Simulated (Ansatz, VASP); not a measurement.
# One calculation of TiAl, two programs

```
Ti Al
1.0
     2.87660    0.00000    0.00000
     0.00000    2.87660    0.00000
     0.00000    0.00000    3.79912
Ti Al
1 1
Direct
  0.00000 0.00000 0.00000
  0.50000 0.50000 0.50000
```

Alike in both runs: task single point; functional PBEsol; k mesh 16 × 16 × 16; occupations gaussian, width 0.15 eV; no spin polarisation.

```csv
,VASP,Ansatz
version,VASP 6.6.1,Ansatz 0.2.0
potentials or method,"VASP PAW PBE potentials, release 64 (Ti_sv, Al), cutoff 520 eV","scalar-relativistic, plane waves, PAW"
valence electrons in the cell,15,15
```

|  | VASP | Ansatz | Ansatz less VASP |
| --- | --- | --- | --- |
| gap on the k mesh at the Fermi level (eV) | none | none | - |
| pressure (GPa) | 0.3 | 0.2 | -0.09 |
| traceless stress, the component that is largest in VASP (GPa) | 3.76 | 3.76 | 0.000 |

VASP's potentials were made for PBE, not for PBEsol, and Ansatz warns of the same on its side. A gap of «none» marks a metal or a gap that the smearing closes. With one functional, cell and mesh, what is left measures potentials, basis and numerics.
